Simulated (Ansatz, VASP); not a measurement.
**Si3Ge in VASP and in Ansatz**

```
Si Ge
1.0
     3.63261    0.00000    0.00000
    -1.81631    3.14593    0.00000
     0.00000    0.00000    6.03736
Si Ge
3 1
Cartesian
  0.0000 0.0000 4.6249
  0.0000 2.0973 0.0000
  0.0000 0.0000 1.4125
  1.8163 1.0486 3.0187
```

Alike in both runs: functional PBE; k mesh 6 × 6 × 4; occupations gaussian, width 0.1 eV; no spin polarisation.

Ansatz relaxed the structure, and its values are those at the end. VASP's run is a single point on that final structure, the one shown.

|  | VASP | Ansatz |
| --- | --- | --- |
| version | VASP 6.6.1 | Ansatz 0.2.0 |
| potentials or method | VASP PAW PBE potentials, release 64 (Si, Ge_d), cutoff 520 eV | scalar-relativistic, plane waves, PAW |
| valence electrons in the cell | 26 | 26 |

```tsv
	VASP	Ansatz	Ansatz less VASP
gap on the k mesh at the Fermi level (eV)	none	none	-
pressure (GPa)	-0.1	-0.1	+0.02
rms of the force components (eV/Å)	0.017	0.014	-0.0029
```

A gap of «none» marks a metal or a gap that the smearing closes. With one functional, cell and mesh, what is left measures potentials, basis and numerics.
